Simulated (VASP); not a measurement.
# Zn (C2/m) in VASP: further runs

The runs below take Zn through single point, with LDA.

Everything below comes from runs of VASP 6.6.1. Logs are shortened: lines on timing, memory, paths and dates and some standing lists are left out, and cuts for length are marked.

## (1) The cell of the first run

The structure is monoclinic, space group C2/m (No. 12). Conventional cell: a = 4.824 Å, b = 2.785 Å, c = 4.512 Å, α = 90.00°, β = 90.00°, γ = 90.00°. Within 3.0 Å of Zn (site symmetry m) lie 10 Zn at 2.27 to 2.97 Å.

## (2) Single point, LDA (shortest bond scaled by 0.82)

INCAR reads:

```
SYSTEM = Zn
ALGO = Normal
EDIFF = 1E-7
ENCUT = 520
GGA = CA
ISIF = 2
ISMEAR = -1
LASPH = .TRUE.
LCHARG = .FALSE.
LREAL = .FALSE.
LWAVE = .FALSE.
NBANDS = 19
NELM = 100
PREC = Accurate
SIGMA = 0.05
```

KPOINTS reads:

```
k-points
0
G
  12 12 7
  0 0 0
```

POSCAR reads:

```
Zn
1.0
    2.7850770257      0.0000000000      0.0000000000
   -1.3925385129      2.4119474558      0.0000000000
    0.0000000000      0.0000000000      4.5118247817
Zn
2
Direct
    0.2733333333      0.6366666667      0.2050000000
    0.7266666667      0.3633333333      0.7950000000
```

Potentials or basis: VASP PAW LDA potentials, release 64 (Zn).

Launch:

```sh
cat potpaw_LDA.64/Zn/POTCAR > POTCAR
mpirun -np 1 vasp_std > vasp.out
```

OUTCAR:

```text
SYSTEM = Zn
   EDIFF = 1E-7
   ENCUT = 520
   GGA = CA
   ISIF = 2
   ISMEAR = -1
   LASPH = .TRUE.
   LREAL = .FALSE.
   NELM = 100
   PREC = Accurate

 ion  position               nearest neighbor table
   1  0.273  0.637  0.205-   2 2.27   2 2.56   2 2.56   2 2.97
   2  0.727  0.363  0.795-   1 2.27   1 2.56   1 2.56   1 2.97

  LATTYP: Found a hexagonal cell.
 ALAT       =     2.7850770257
 C/A-ratio  =     1.6200000000

  Lattice vectors:

 A1 = (   2.7850770257,   0.0000000000,   0.0000000000)
 A2 = (  -1.3925385129,   2.4119474558,   0.0000000000)
 A3 = (   0.0000000000,   0.0000000000,   4.5118247817)

Analysis of symmetry for initial positions (statically):
=====================================================================
 Subroutine PRICEL returns:
 Original cell was already a primitive cell.

 Routine SETGRP: Setting up the symmetry group for a
 hexagonal supercell.

 Subroutine GETGRP returns: Found  4 space group operations
 (whereof  4 operations were pure point group operations)
 out of a pool of 24 trial point group operations.

The static configuration has the point symmetry C_2h.

Analysis of symmetry for dynamics (positions and initial velocities):
=====================================================================
 Subroutine PRICEL returns:
 Original cell was already a primitive cell.

 Routine SETGRP: Setting up the symmetry group for a
 hexagonal supercell.

 Subroutine GETGRP returns: Found  4 space group operations
 (whereof  4 operations were pure point group operations)
 out of a pool of 24 trial point group operations.

The dynamic configuration has the point symmetry C_2h.

 Subroutine INISYM returns: Found  4 space group operations
 (whereof  4 operations are pure point group operations),
 and found     1 'primitive' translations

----------------------------------------------------------------------------------------

                                     Primitive cell

  volume of cell :      30.3080

  direct lattice vectors                    reciprocal lattice vectors
     2.785077026  0.000000000  0.000000000     0.359056497  0.207301365  0.000000000
    -1.392538513  2.411947456  0.000000000     0.000000000  0.414602730  0.000000000
     0.000000000  0.000000000  4.511824782     0.000000000  0.000000000  0.221639813

  length of vectors
     2.785077026  2.785077026  4.511824782     0.414602730  0.414602730  0.221639813

  position of ions in fractional coordinates (direct lattice)
     0.273333333  0.636666667  0.205000000
     0.726666667  0.363333333  0.795000000

  ion indices of the primitive-cell ions
   primitive index   ion index
                 1           1
                 2           2

----------------------------------------------------------------------------------------

 KPOINTS: k-points

Automatic generation of k-mesh.
 Grid dimensions read from file:
 generate k-points for:   12   12    7

 Generating k-lattice:

  Cartesian coordinates                     Fractional coordinates (reciprocal lattice)
     0.029921375  0.017275114  0.000000000     0.083333333 -0.000000000  0.000000000
     0.000000000  0.034550228  0.000000000     0.000000000  0.083333333  0.000000000
     0.000000000  0.000000000  0.031662830     0.000000000  0.000000000  0.142857143

  Length of vectors
     0.034550228  0.034550228  0.031662830

  Shift w.r.t. Gamma in fractional coordinates (k-lattice)
     0.000000000  0.000000000  0.000000000

 Subroutine IBZKPT returns following result:
 ===========================================

 Found    277 irreducible k-points:

 Following reciprocal coordinates:
            Coordinates               Weight
  0.000000  0.000000  0.000000      1.000000
  0.083333 -0.000000  0.000000      2.000000
  0.000000  0.083333  0.000000      4.000000
  0.166667  0.000000  0.000000      2.000000
  0.000000  0.166667  0.000000      4.000000
  0.250000 -0.000000  0.000000      2.000000
[... 16 lines left out ...]
 -0.083333  0.416667  0.000000      4.000000
 -0.416667  0.333333  0.000000      4.000000
 [... further k-points ...]
   k-points           NKPTS =    277   k-points in BZ     NKDIM =    277   number of bands    NBANDS=     19
   number of dos      NEDOS =    301   number of ions     NIONS =      2
   total plane-waves  NPLWV =  20736
   dimension x,y,z NGX =    24 NGY =   24 NGZ =   36
   dimension x,y,z NGXF=    48 NGYF=   48 NGZF=   72
   ions per type =               2
   NGX,Y,Z   is equivalent  to a cutoff of  14.33, 14.33, 13.26 a.u.
   NGXF,Y,Z  is equivalent  to a cutoff of  28.65, 28.65, 26.53 a.u.
 SYSTEM =  Zn
   PREC   = accura    normal or accurate (medium, high low for compatibility)
   ISTART =      0    job   : 0-new  1-cont  2-samecut
   ICHARG =      2    charge: 1-file 2-atom 10-const
   ISPIN  =      1    spin polarized calculation?
   LNONCOLLINEAR =      F non collinear calculations
   LSORBIT =      F    spin-orbit coupling
   LASPH  =      T    aspherical Exc in radial PAW
   ENCUT  =  520.0 eV  38.22 Ry    6.18 a.u.   5.18  5.18  8.39*2*pi/ulx,y,z
   NELM   =    100;   NELMIN=  2; NELMDL= -5     # of ELM steps
   EDIFF  = 0.1E-06   stopping-criterion for ELM
   LREAL  =      F    real-space projection
   EDIFFG = 0.1E-05   stopping-criterion for IOM
   NSW    =      0    number of steps for IOM
   IBRION =     -1    ionic relax: 0-MD 1-quasi-New 2-CG
   NFREE  =      0    steps in history (QN), initial steepest desc. (CG)
   ISIF   =      2    stress and relaxation
   ISYM   =      2    0-nonsym 1-usesym 2-fastsym
   POTIM  = 0.5000    time-step for ionic-motion
   TEBEG  =    0.0;   TEEND  =   0.0 temperature during run
   PSTRESS=    0.0 pullay stress
   NELECT =      24.0000    total number of electrons
   NUPDOWN=      -1.0000    fix difference up-down
   EMIN   =  10.00;   EMAX   =-10.00  energy-range for DOS
   EFERMI =   0.00;   METHOD = LEGACY
   ISMEAR =    -1;   SIGMA  =   0.05  broadening in eV -4-tet -1-fermi 0-gaus
   EFERMI_NEDOS =   21; number of points for ismear=-14 and -15
   IALGO  =     38    algorithm
   IMIX   =      4    mixing-type and parameters
     AMIX     =   0.40;   BMIX     =  1.00
     AMIX_MAG =   1.60;   BMIX_MAG =  1.00
  volume/ion in A,a.u.               =      15.15       102.26
  Fermi-wavevector in a.u.,A,eV,Ry     =   1.514582  2.862145 31.211206  2.293959
  Thomas-Fermi vector in A             =   2.624220
   LORBIT       =      0    0 simple, 1 ext, 2 COOP (PROOUT), +10 PAW based schemes
   GGA     = CA    functional components
   LHFCALC =     F    Hartree Fock is set to
   AEXX    =    0.0000 exact exchange contribution
   IVDW    =     0    specifies the selected vdW correction
   LEPSILON=     F    determine dielectric tensor
   LRPA    =     F    only Hartree local field effects (RPA)
 non-spin polarized calculation
  energy-cutoff  :      520.00
  volume of cell :       30.31
 maximum number of plane-waves:       834
 NGX is ok and might be reduce to    24
   NGX = 11   NGY = 11   NGZ = 17

 number of electron      24.0000003 magnetization

 Free energy of the ion-electron system (eV)
  ---------------------------------------------------
  ext. energy  EPLUGINS =         0.00000000
  ---------------------------------------------------
  free energy    TOTEN  =        -3.27261270 eV

  energy without entropy =       -3.27038014  energy(sigma->0) =       -3.27149642

 E-fermi :   2.8732     XC(G=0): -11.8509

 val. band max:        2.8107598936   @ k =   0.3333   0.3333   0.4286
 cond. band min:       2.8767979135   @ k =   0.3333   0.3333   0.2857
 fundamental gap:      0.0660380199
 Fermi energy:         2.8732441623

 k-point     1 :       0.0000    0.0000    0.0000
  band No.  band energies     occupation
      1      -7.7846      2.00000
      2      -5.8737      2.00000
      3      -5.3241      2.00000
      4      -5.0903      2.00000
      5      -5.0724      2.00000
      6      -5.0347      2.00000
[... 11 lines left out ...]
     18      20.2648      0.00000
     19      21.4599      0.00000

 k-point     2 :       0.0833   -0.0000    0.0000
  band No.  band energies     occupation
      1      -7.6035      2.00000
      2      -5.8168      2.00000
      3      -5.3317      2.00000
      4      -5.0858      2.00000
      5      -5.0730      2.00000
      6      -5.0332      2.00000
[... 11 lines left out ...]
     18      21.3383      0.00000
     19      22.1584      0.00000

 k-point     3 :       0.0000    0.0833    0.0000
  band No.  band energies     occupation
      1      -7.6066      2.00000
      2      -5.8236      2.00000
      3      -5.3257      2.00000
      4      -5.1155      2.00000
      5      -5.0774      2.00000
      6      -4.9980      2.00000
[... 11 lines left out ...]
     18      21.3538      0.00000
     19      22.0957      0.00000

 k-point     4 :       0.1667    0.0000    0.0000
  band No.  band energies     occupation
      1      -7.0822      2.00000
      2      -5.6938      2.00000
      3      -5.3248      2.00000
      4      -5.2065      2.00000
      5      -5.0409      2.00000
      6      -4.9284      2.00000
[... 11 lines left out ...]
     18      19.2913      0.00000
     19      21.1308      0.00000

 k-point     5 :       0.0000    0.1667    0.0000
  band No.  band energies     occupation
      1      -7.0993      2.00000
      2      -5.7122      2.00000
      3      -5.3568      2.00000
      4      -5.1704      2.00000
      5      -5.0594      2.00000
      6      -4.9110      2.00000
[... 11 lines left out ...]
     18      19.4727      0.00000
     19      21.6347      0.00000
[... 334 lines left out ...]
      2      -5.6134      2.00000
      3      -5.4826      2.00000
      4      -5.2632      2.00000
      5      -4.9415      2.00000
      6      -4.7198      2.00000
[... 11 lines left out ...]
     18      17.0320      0.00000
     19      18.9171      0.00000

 k-point    22 :       0.3333    0.0833    0.0000
  band No.  band energies     occupation
      1      -5.7258      2.00000
      2      -5.6820      2.00000
      3      -5.5234      2.00000
      4      -5.1135      2.00000
      5      -4.9115      2.00000
      6      -4.8732      2.00000
[... 11 lines left out ...]
     18      17.1698      0.00000
     19      17.5110      0.00000

 k-point    23 :      -0.0833    0.4167    0.0000
  band No.  band energies     occupation
      1      -5.8218      2.00000
      2      -5.6914      2.00000
      3      -5.5890      2.00000
      4      -5.2743      2.00000
      5      -4.8460      2.00000
      6      -4.7298      2.00000
[... 11 lines left out ...]
     18      16.1885      0.00000
     19      18.2248      0.00000

 k-point    24 :      -0.4167    0.3333    0.0000
  band No.  band energies     occupation
      1      -5.8398      2.00000
      2      -5.6707      2.00000
      3      -5.5815      2.00000
      4      -5.2922      2.00000
      5      -4.7814      2.00000
      6      -4.6861      2.00000
[... 11 lines left out ...]
     18      16.2300      0.00000
     19      18.2425      0.00000

 [... further k-points ...]

------------------------ aborting loop because EDIFF is reached ----------------------------------------

  FORCE on cell =-STRESS in cart. coord.  units (eV):
  Direction    XX          YY          ZZ          XY          YZ          ZX
  --------------------------------------------------------------------------------------
  -------------------------------------------------------------------------------------
  Total       -0.5454926     -0.6567624      0.5070512      0.0963625      0.5578728      0.9662640
  in kB      -28.8364723    -34.7185520     26.8043396      5.0940304     29.4909291     51.0797886
  external PRESSURE =     -12.2502282 kB  Pullay stress =       0.0000000 kB

 VOLUME and BASIS-vectors are now :
 -----------------------------------------------------------------------------
  energy-cutoff  :      520.00
  volume of cell :       30.31
      direct lattice vectors                 reciprocal lattice vectors
     2.785077026  0.000000000  0.000000000     0.359056497  0.207301365  0.000000000
    -1.392538513  2.411947456  0.000000000     0.000000000  0.414602730  0.000000000
     0.000000000  0.000000000  4.511824782     0.000000000  0.000000000  0.221639813

 POSITION                                       TOTAL-FORCE (eV/Angst)
 -----------------------------------------------------------------------------------
     -0.12533      1.53561      0.92492         0.574295      0.331570      1.825346
      1.51787      0.87634      3.58690        -0.574295     -0.331570     -1.825346
 -----------------------------------------------------------------------------------
    total drift:                               -0.000000      0.000000      0.000000

  FREE ENERGIE OF THE ION-ELECTRON SYSTEM (eV)
  ---------------------------------------------------
  free  energy   TOTEN  =        -3.2726126964 eV

  energy  without entropy=       -3.2703801427  energy(sigma->0) =       -3.27149642
```

It took 1.8 min on 1 thread of Intel Xeon 6975P-C, shared host; peak memory 0.24 GiB.

What came out:

- Free energy: -3.2726 eV
- Pressure: -1.2 GPa
- Largest force: 1.942 eV/Å
- Band gap on the k mesh: zero (band 12 reaches 4.54 eV, above the bottom of band 13 at 1.41 eV)

Forces on the atoms (eV/Å):
```
Zn   0.574  0.332  1.825
Zn  -0.574 -0.332 -1.825
```

Stress tensor (GPa, compression positive):
```
-2.88  0.51  5.11
 0.51 -3.47  2.95
 5.11  2.95  2.68
```

Levels at points of the mesh, in eV from the Fermi level:
| k point | band 10 | band 11 | band 12 | band 13 | band 14 | band 15 |
| --- | --- | --- | --- | --- | --- | --- |
| (0.00, 0.00, 0.00) | -7.29 | -7.04 | -2.53 | -1.46 | 14.11 | 15.13 |
| (0.50, 0.00, 0.00) | -7.10 | -3.28 | -3.16 | 3.69 | 4.00 | 5.50 |
| (0.00, 0.50, 0.00) | -7.04 | -3.45 | -2.94 | 3.06 | 4.28 | 4.79 |

Caveat: the cell differs from its parent crystal (shortest bond scaled by 0.82); forces of over 1 eV/Å act on the atoms, so gaps and moduli don't describe the material at rest.

## (3) Single point, LDA (shortest bond scaled by 0.76)

INCAR reads:

```
SYSTEM = Zn
PREC = Accurate
ENCUT = 520
EDIFF = 1E-7
ISMEAR = -1
SIGMA = 0.05
LREAL = .False.
LASPH = .True.
NELM = 80
ALGO = Normal
ISIF = 2
LWAVE = .False.
LCHARG = .True.
LELF = .True.
LVHAR = .True.
NBANDS = 19
```

KPOINTS reads:

```
regular mesh
0
Gamma
  12 12 7
  0 0 0
```

POSCAR reads:

```
Zn
1.0
    2.7850770257      0.0000000000      0.0000000000
   -1.3925385129      2.4119474558      0.0000000000
    0.0000000000      0.0000000000      4.5118247817
Zn
2
Direct
    0.2533333333      0.6266666667      0.1900000000
    0.7466666667      0.3733333333      0.8100000000
```

Potentials or basis: VASP PAW LDA potentials, release 64 (Zn).

Launch:

```sh
cat potpaw_LDA.64/Zn/POTCAR > POTCAR
mpirun -np 1 vasp_std > vasp.out
```

It took 2 min on 1 thread of Intel Xeon 6975P-C, shared host; peak memory 0.24 GiB.

Results (log left out):

- Free energy: -2.8243 eV
- Pressure: 6.9 GPa
- Largest force: 3.794 eV/Å
- Band gap on the k mesh: zero (band 12 reaches 4.52 eV, above the bottom of band 13 at 1.34 eV)

Forces in eV/Å, atoms in the order of the input:
```
Zn   1.379  0.796  3.444
Zn  -1.379 -0.796 -3.444
```

Stress tensor (GPa, compression positive):
```
 3.57  2.93 11.95
 2.93  0.19  6.90
11.95  6.90 17.05
```

Levels at points of the mesh, in eV from the Fermi level:
```
           k point  band 8  band 9  band 10  band 11  band 12  band 13  band 14  band 15  band 16  band 17
(0.00, 0.00, 0.00)   -7.59   -7.37    -7.37    -7.03    -2.29    -1.54    13.99    15.27    15.40    16.74
(0.50, 0.00, 0.00)   -7.50   -7.24    -7.19    -3.33    -3.32     3.69     3.72     6.18     6.20     7.85
(0.00, 0.50, 0.00)   -7.36   -7.30    -7.05    -3.56    -3.01     3.04     4.58     4.67     7.31     8.28
```

Caveat: the cell differs from its parent crystal (shortest bond scaled by 0.76); forces of over 1 eV/Å act on the atoms, so gaps and moduli don't describe the material at rest.
